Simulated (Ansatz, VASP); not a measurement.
# P2Se2O in VASP and in Ansatz

```
P Se O
1.0
     4.44087    0.00000    0.00000
     0.00000    4.44087    0.00000
     0.00000    0.00000    6.56556
P Se O
2 2 1
Direct
  0.50000 0.50000 0.99583
  0.50000 0.50000 0.42449
  0.00000 0.00000 0.25065
  0.50000 0.50000 0.72437
  0.00000 0.00000 0.99552
```

Alike in both runs: task single point; functional PBE; dispersion D3(BJ); k mesh 4 × 4 × 4; occupations gaussian, width 0.1 eV; collinear spin.

|  | VASP | Ansatz |
| --- | --- | --- |
| version | VASP 6.6.1 | Ansatz 0.2.0 |
| potentials or method | VASP PAW PBE potentials, release 64 (P, Se, O), cutoff 520 eV | scalar-relativistic, plane waves, PAW |
| valence electrons in the cell | 28 | 48 |

|  | VASP | Ansatz | Ansatz less VASP |
| --- | --- | --- | --- |
| gap on the k mesh at the Fermi level (eV) | 0.06 | 0.04 | -0.014 |
| least direct gap on the mesh (eV) | 0.30 | 0.29 | -0.012 |
| pressure (GPa) | 11.9 | 11.9 | -0.08 |
| traceless stress, the component that is largest in VASP (GPa) | 25.95 | 25.76 | -0.189 |
| rms of the force components (eV/Å) | 3.885 | 3.910 | +0.0246 |
| net moment per atom (μB) | 0.39 | 0.38 | -0.001 |
| size of the moment on the site where the two differ most (μB) | 0.54 | 0.16 | -0.376 |

Site moments also hang on the region over which each program counts them. Atom by atom the forces differ by 0.110 eV/Å (rms over components). VASP's potentials hold 28 valence electrons a cell and Ansatz's 48, so a difference there can come from the potentials and not from the codes.
